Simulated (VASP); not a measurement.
# Ti2C: single point with PBEsol

The system is Ti2C.

```xyz
9
Lattice="3.0528 0.0000 0.0000 -1.5264 2.6438 0.0000 0.0000 0.0000 14.3177" Properties=species:S:1:pos:R:3 pbc="T T T"
Ti    0.0000    1.7625   13.0647
Ti    0.0000    0.0000   10.7982
Ti    0.0000    0.0000    3.5195
Ti    1.5264    0.8813    1.2530
Ti    1.5264    0.8813    8.2921
Ti    0.0000    1.7625    6.0256
C     1.5264    0.8813   11.9314
C     0.0000    1.7625    2.3863
C     0.0000    0.0000    7.1589
```

```json
{"Program": "VASP 6.6.1", "Task": "single point", "Functional": "PBEsol", "Potentials or basis": "VASP PAW PBE potentials, release 64 (Ti_sv, C)", "Cutoff": "520 eV", "k mesh": "15 × 15 × 4", "Occupations": "gaussian, width 0.1 eV", "Spin": "no spin polarisation", "Dipole correction": "no", "Further INCAR settings": "ALGO = Normal; EDIFF = 1e-07; NBANDS = 52"}
```

| Property | Result |
| --- | --- |
| Pressure | 0.1 GPa |
| Largest force | 0.025 eV/Å |
| Band gap on the k mesh | zero (bands 42 and 43 overlap by 0.85 eV) |

Forces on the atoms (eV/Å):
```
Ti   0.000  0.000  0.025
Ti   0.000  0.000 -0.025
Ti   0.000  0.000  0.025
Ti   0.000  0.000 -0.025
Ti   0.000  0.000  0.025
Ti   0.000  0.000 -0.025
C    0.000  0.000  0.000
C    0.000  0.000  0.000
C    0.000  0.000  0.000
```

Levels at points of the mesh, in eV from the Fermi level:
```tsv
k point	band 38	band 39	band 40	band 41	band 42	band 43	band 44	band 45	band 46	band 47
(0.00, 0.00, 0.00)	-1.22	-1.22	0.40	0.40	0.49	0.49	0.79	0.79	0.79	0.79
(0.00, 0.00, 0.50)	-1.75	-0.88	0.10	0.59	0.59	0.59	0.59	0.82	0.82	0.87
```

Wall time 9.4 min on 1 thread of AMD EPYC 9R45 96-Core Processor (Zen 5) (shared host), peak memory 0.5 GiB.

Caveat: the PAW data sets were made with another functional, which shifts forces and pressure a little.
